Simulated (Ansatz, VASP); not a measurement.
Two plane-wave programs on PIr2

Contents of INCAR:

```
ALGO = Normal ; EDIFF = 1E-6
ENCUT = 520 ; ISIF = 2
ISMEAR = -1 ; LASPH = True
LCHARG = True ; LELF = True
LREAL = False ; LVHAR = True
LWAVE = False ; NBANDS = 18
NELM = 80 ; PREC = Accurate
SIGMA = 0.15
```

Contents of KPOINTS:

```
k-points
0
Gamma
  14 14 14
```

File POSCAR:

```
PIr2
1.0
    0.0000000000      2.7347501286      2.7347501286
    2.7347501286      0.0000000000      2.7347501286
    2.7347501286      2.7347501286      0.0000000000
P Ir
1 2
Direct
    0.0000000000      0.0000000000      0.0000000000
    0.2500000000      0.2500000000      0.2500000000
    0.7500000000      0.7500000000      0.7500000000
```

Input for Ansatz:

```yaml
crystal:
  lattice:
    - [0.0, 2.7347501286, 2.7347501286]
    - [2.7347501286, 0.0, 2.7347501286]
    - [2.7347501286, 2.7347501286, 0.0]
  atoms:
    - { symbol: P, position: [0.0, 0.0, 0.0] }
    - { symbol: Ir, position: [0.25, 0.25, 0.25] }
    - { symbol: Ir, position: [0.75, 0.75, 0.75] }
basis:
  ecutwfc: 420
kpoints:
  mp_grid: { grid: [14, 14, 14] }
hamiltonian:
  xc: lda
scf:
  occupations: { method: fermi_dirac, width: 0.15 }
output:
  forces: true
  stress: true
  eigenvalues: true
```

Alike in both runs: task single point; functional LDA; k mesh 14 × 14 × 14; occupations fermi-dirac, width 0.15 eV; no spin polarisation.

```csv
,VASP,Ansatz
version,VASP 6.6.1,Ansatz 0.2.0
potentials or method,"VASP PAW LDA potentials, release 64 (P, Ir), cutoff 520 eV","scalar-relativistic, plane waves, PAW"
valence electrons in the cell,23,39
```

```csv
,VASP,Ansatz,Ansatz less VASP
gap on the k mesh at the Fermi level (eV),none,none,-
pressure (GPa),9.0,6.7,-2.25
```

LDA's correlation is that of Perdew and Zunger in VASP and of Perdew and Wang (1992) in Ansatz. A gap of «none» marks a metal or a gap that the smearing closes. VASP's potentials hold 23 valence electrons a cell and Ansatz's 39, so a difference there can come from the potentials and not from the codes.

Neither program's run includes spin-orbit coupling.
